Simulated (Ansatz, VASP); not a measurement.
# CdS in VASP and in Ansatz

File POSCAR:

```
CdS
1.0
    4.1646012805      0.0000000000      0.0000000000
   -2.0823006403      3.6066505056      0.0000000000
    0.0000000000      0.0000000000      6.7660104844
Cd S
2 2
Direct
    0.3333333333      0.6666666667     -0.0009631161
    0.6666666667      0.3333333333      0.4990368839
    0.3333333333      0.6666666667      0.3759631161
    0.6666666667      0.3333333333      0.8759631161
```

Contents of INCAR.step1:

```
SYSTEM = CdS
PREC = Accurate ; ENCUT = 520
ISMEAR = 0 ; SIGMA = 0.01
LREAL = .False. ; LASPH = .True.
NELM = 80 ; NBANDS = 26
GGA = PE ; ALGO = Normal
EDIFF = 1E-4 ; LWAVE = .True.
LCHARG = .False.
```

INCAR.step2

```
SYSTEM = CdS
PREC = Accurate ; ENCUT = 520
EDIFF = 1E-6 ; ISMEAR = 0
SIGMA = 0.01 ; LREAL = .False.
LASPH = .True. ; NELM = 80
ALGO = Normal ; ISIF = 2
LWAVE = .False. ; LCHARG = .True.
METAGGA = R2SCAN ; LMIXTAU = .True.
LELF = .True. ; LVHAR = .True.
NBANDS = 26 ; ISTART = 1
```

KPOINTS

```
regular mesh
0
Gamma
  12 12 4
  0 0 0
```

Input for Ansatz:

```yaml
crystal:
  lattice:
    - [4.1646012805, 0.0, 0.0]
    - [-2.0823006403, 3.6066505056, 0.0]
    - [0.0, 0.0, 6.7660104844]
  atoms:
    - { symbol: Cd, position: [0.3333333333, 0.6666666667, -0.0009631161] }
    - { symbol: Cd, position: [0.6666666667, 0.3333333333, 0.4990368839] }
    - { symbol: S, position: [0.3333333333, 0.6666666667, 0.3759631161] }
    - { symbol: S, position: [0.6666666667, 0.3333333333, 0.8759631161] }
kpoints:
  mp_grid: { grid: [12, 12, 4] }
  band_path:
    path:
      - [0.0, 0.0, 0.0]
      - [0.5, 0.0, 0.0]
      - [0.3333333333, 0.3333333333, 0.0]
      - [0.0, 0.0, 0.5]
      - [0.5, 0.0, 0.5]
      - [0.3333333333, 0.3333333333, 0.5]
    npoints: 1
hamiltonian:
  xc: r2scan
scf:
  occupations: { method: fixed }
  n_extra_bands: 5
output:
  forces: true
  stress: true
  eigenvalues: true
```

Alike in both runs: task single point; functional r2SCAN; k mesh 12 × 12 × 4; no spin polarisation.

```csv
,VASP,Ansatz
version,VASP 6.6.1,Ansatz 0.2.0
potentials or method,"VASP PAW PBE potentials, release 64 (Cd, S)","plane waves, PAW"
plane-wave cutoff (eV),520,500
occupations,"gaussian, width 0.01 eV",fixed
valence electrons in the cell,36,52
```

|  | VASP | Ansatz | Ansatz less VASP |
| --- | --- | --- | --- |
| gap on the k mesh at the Fermi level (eV) | 1.63 | 1.63 | +0.005 |
| pressure (GPa) | 0.3 | 0.0 | -0.31 |

VASP's potentials were made for PBE, not for r2SCAN. VASP's potentials hold 36 valence electrons a cell and Ansatz's 52, so a difference there can come from the potentials and not from the codes.
